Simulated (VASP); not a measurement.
# Au (Fm-3m) in VASP: notebook

Au is run at these levels: PBE; tasks: single point, relaxation of cell and atoms.

Everything below comes from runs of VASP 6.6.1. Logs are shortened: lines on timing, memory, paths and dates and some standing lists are left out, and cuts for length are marked.

**1. The cell of the first run**

It takes space group Fm-3m (No. 225, cubic). The conventional cell has a = 3.534 Å, b = 3.534 Å, c = 3.534 Å, α = 90.00°, β = 90.00°, γ = 90.00°. Within 3.3 Å of Au (site symmetry m-3m) lie 12 Au at 2.50 Å.

**2. Single point, PBE**

INCAR

```
PREC     = Accurate       # precision mode
ENCUT    = 520            # plane-wave cutoff, eV
EDIFF    = 1E-6           # SCF threshold, eV
ISMEAR   = -1             # smearing method
SIGMA    = 0.1            # smearing width, eV
LREAL    = False          # projectors in reciprocal space
LASPH    = True           # aspherical terms in the spheres
NELM     = 60             # most SCF steps
ALGO     = Normal         # electronic algorithm
ISIF     = 2              # what is computed and relaxed
LWAVE    = False          # write WAVECAR
LCHARG   = False          # write CHGCAR
GGA      = PE             # functional
NBANDS   = 12             # bands
```

KPOINTS

```
Automatic mesh
0
Gamma
  19 19 19
```

POSCAR

```
Au
1.0
    0.0000000000      1.7671238006      1.7671238006
    1.7671238006      0.0000000000      1.7671238006
    1.7671238006      1.7671238006      0.0000000000
Au
1
Direct
    0.0000000000      0.0000000000      0.0000000000
```

Potentials or basis: VASP PAW PBE potentials, release 64 (Au).

Run with:

```bash
cat potpaw_PBE.64/Au/POTCAR > POTCAR
mpirun -np 1 vasp_std > vasp.out
```

OUTCAR:

```text
PREC = Accurate
   ENCUT = 520
   EDIFF = 1E-6
   ISMEAR = -1
   LREAL = False
   LASPH = True
   NELM = 60
   ISIF = 2
   GGA = PE

 ion  position               nearest neighbor table
   1  0.000  0.000  0.000-

  LATTYP: Found a face centered cubic cell.
 ALAT       =     3.5342476012

  Lattice vectors:

 A1 = (   0.0000000000,   1.7671238006,   1.7671238006)
 A2 = (   1.7671238006,   0.0000000000,   1.7671238006)
 A3 = (   1.7671238006,   1.7671238006,   0.0000000000)

Analysis of symmetry for initial positions (statically):
=====================================================================
 Subroutine PRICEL returns:
 Original cell was already a primitive cell.

 Routine SETGRP: Setting up the symmetry group for a
 face centered cubic supercell.

 Subroutine GETGRP returns: Found 48 space group operations
 (whereof 48 operations were pure point group operations)
 out of a pool of 48 trial point group operations.

The static configuration has the point symmetry O_h .

Analysis of symmetry for dynamics (positions and initial velocities):
=====================================================================
 Subroutine PRICEL returns:
 Original cell was already a primitive cell.

 Routine SETGRP: Setting up the symmetry group for a
 face centered cubic supercell.

 Subroutine GETGRP returns: Found 48 space group operations
 (whereof 48 operations were pure point group operations)
 out of a pool of 48 trial point group operations.

The dynamic configuration has the point symmetry O_h .

 Subroutine INISYM returns: Found 48 space group operations
 (whereof 48 operations are pure point group operations),
 and found     1 'primitive' translations

----------------------------------------------------------------------------------------

                                     Primitive cell

  volume of cell :      11.0365

  direct lattice vectors                    reciprocal lattice vectors
     0.000000000  1.767123801  1.767123801    -0.282945654  0.282945654  0.282945654
     1.767123801  0.000000000  1.767123801     0.282945654 -0.282945654  0.282945654
     1.767123801  1.767123801  0.000000000     0.282945654  0.282945654 -0.282945654

  length of vectors
     2.499090445  2.499090445  2.499090445     0.490076249  0.490076249  0.490076249

[... 76 lines left out ...]
   ENCUT  =  520.0 eV  38.22 Ry    6.18 a.u.   4.65  4.65  4.65*2*pi/ulx,y,z
   NELM   =     60;   NELMIN=  2; NELMDL= -5     # of ELM steps
   EDIFF  = 0.1E-05   stopping-criterion for ELM
   LREAL  =      F    real-space projection
   EDIFFG = 0.1E-04   stopping-criterion for IOM
   NSW    =      0    number of steps for IOM
   IBRION =     -1    ionic relax: 0-MD 1-quasi-New 2-CG
   NFREE  =      0    steps in history (QN), initial steepest desc. (CG)
   ISIF   =      2    stress and relaxation
   ISYM   =      2    0-nonsym 1-usesym 2-fastsym
   POTIM  = 0.5000    time-step for ionic-motion
   TEBEG  =    0.0;   TEEND  =   0.0 temperature during run
   PSTRESS=    0.0 pullay stress
   NELECT =      11.0000    total number of electrons
   NUPDOWN=      -1.0000    fix difference up-down
   EMIN   =  10.00;   EMAX   =-10.00  energy-range for DOS
   EFERMI =   0.00;   METHOD = LEGACY
   ISMEAR =    -1;   SIGMA  =   0.10  broadening in eV -4-tet -1-fermi 0-gaus
   EFERMI_NEDOS =   21; number of points for ismear=-14 and -15
   IALGO  =     38    algorithm
   IMIX   =      4    mixing-type and parameters
     AMIX     =   0.40;   BMIX     =  1.00
     AMIX_MAG =   1.60;   BMIX_MAG =  1.00
  volume/ion in A,a.u.               =      11.04        74.48
  Fermi-wavevector in a.u.,A,eV,Ry     =   1.635292  3.090255 36.384444  2.674181
  Thomas-Fermi vector in A             =   2.726789
   LORBIT       =      0    0 simple, 1 ext, 2 COOP (PROOUT), +10 PAW based schemes
   GGA     = PE    functional components
   LHFCALC =     F    Hartree Fock is set to
   AEXX    =    0.0000 exact exchange contribution
   IVDW    =     0    specifies the selected vdW correction
   LEPSILON=     F    determine dielectric tensor
   LRPA    =     F    only Hartree local field effects (RPA)
 non-spin polarized calculation
  energy-cutoff  :      520.00
  volume of cell :       11.04
 maximum number of plane-waves:       308
   NGX =  9   NGY =  9   NGZ =  9

 number of electron      10.9999999 magnetization

 Free energy of the ion-electron system (eV)
  ---------------------------------------------------
  ext. energy  EPLUGINS =         0.00000000
  ---------------------------------------------------
  free energy    TOTEN  =         0.24974985 eV

  energy without entropy =        0.25466035  energy(sigma->0) =        0.25220510

 E-fermi :  19.0824     XC(G=0): -15.4563

 val. band max:       18.9561007268   @ k =  -0.4737   0.1053   0.0000
 cond. band min:      19.3069489054   @ k =  -0.3684   0.1579   0.0526
 fundamental gap:      0.3508481787
 Fermi energy:        19.0823713946

 k-point     1 :       0.0000    0.0000    0.0000
  band No.  band energies     occupation
      1       3.2961      2.00000
      2      10.8022      2.00000
      3      10.8022      2.00000
      4      10.8022      2.00000
      5      13.9882      2.00000
      6      13.9882      2.00000
      7      31.4043      0.00000
      8      38.0697      0.00000
      9      38.0697      0.00000
     10      38.0697      0.00000
     11      44.6577      0.00000
     12      54.9312      0.00000
[... 331 lines left out ...]
 k-point    24 :      -0.2632    0.0526    0.0000
  band No.  band energies     occupation
      1       6.1820      2.00000
      2      10.6145      2.00000
      3      11.2502      2.00000
      4      11.3256      2.00000
      5      14.0650      2.00000
      6      15.1266      2.00000
      7      30.9505      0.00000
      8      34.8274      0.00000
      9      42.0043      0.00000
     10      42.7285      0.00000
     11      45.0701      0.00000
     12      45.9427      0.00000

 [... further k-points ...]
[... 5 lines left out ...]
  --------------------------------------------------------------------------------------
  -------------------------------------------------------------------------------------
  Total       18.6772390     18.6772390     18.6772390     -0.0000000      0.0000000      0.0000000
  in kB     2711.3921477   2711.3921477   2711.3921477     -0.0000000      0.0000000      0.0000000
  external PRESSURE =    2711.3921477 kB  Pullay stress =       0.0000000 kB

 VOLUME and BASIS-vectors are now :
 -----------------------------------------------------------------------------
  energy-cutoff  :      520.00
  volume of cell :       11.04
      direct lattice vectors                 reciprocal lattice vectors
     0.000000000  1.767123801  1.767123801    -0.282945654  0.282945654  0.282945654
     1.767123801  0.000000000  1.767123801     0.282945654 -0.282945654  0.282945654
     1.767123801  1.767123801  0.000000000     0.282945654  0.282945654 -0.282945654

 POSITION                                       TOTAL-FORCE (eV/Angst)
 -----------------------------------------------------------------------------------
      0.00000      0.00000      0.00000         0.000000      0.000000      0.000000
 -----------------------------------------------------------------------------------
    total drift:                                0.000000     -0.000000     -0.000000

  FREE ENERGIE OF THE ION-ELECTRON SYSTEM (eV)
  ---------------------------------------------------
  free  energy   TOTEN  =         0.2497498479 eV

  energy  without entropy=        0.2546603499  energy(sigma->0) =        0.25220510
```

OSZICAR:

```text
N       E                     dE             d eps       ncg     rms          rms(c)
DAV:   1     0.577094077866E+02    0.57709E+02   -0.58885E+03  5392   0.867E+02
DAV:   2     0.765636846583E+00   -0.56944E+02   -0.54761E+02  6360   0.217E+02
DAV:   3     0.908603078869E-02   -0.75655E+00   -0.75617E+00  6480   0.229E+01
DAV:   4     0.718865324075E-02   -0.18974E-02   -0.18973E-02  6456   0.133E+00
DAV:   5     0.718032084899E-02   -0.83324E-05   -0.83334E-05  6556   0.787E-02    0.366E+01
DAV:   6     0.175046038107E+00    0.16787E+00   -0.11308E-01  6068   0.315E+00    0.216E+01
DAV:   7     0.247302893325E+00    0.72257E-01   -0.96317E-02  6168   0.285E+00    0.111E+00
DAV:   8     0.249765121352E+00    0.24622E-02   -0.87898E-03  6048   0.921E-01    0.123E-01
DAV:   9     0.249754569550E+00   -0.10552E-04   -0.31459E-05  6524   0.554E-02    0.206E-02
DAV:  10     0.249749984472E+00   -0.45851E-05   -0.25628E-06  6572   0.109E-02    0.318E-03
DAV:  11     0.249749847940E+00   -0.13653E-06   -0.77714E-08  3632   0.271E-03
   1 F= 0.24974985E+00 E0= 0.25220510E+00  d E =-.491050E-02
```

Run time: 14 s. Hardware: 1 thread of Intel Xeon Platinum 8488C (Sapphire Rapids), shared host; peak memory 0.15 GiB.

Results:

```yaml
Free_energy: 0.2497 eV
Pressure: 271.1 GPa
```

Caveat: spin-orbit coupling is left out, which moves the levels of the heavy elements.

(Part 1 of 2 ends here.)
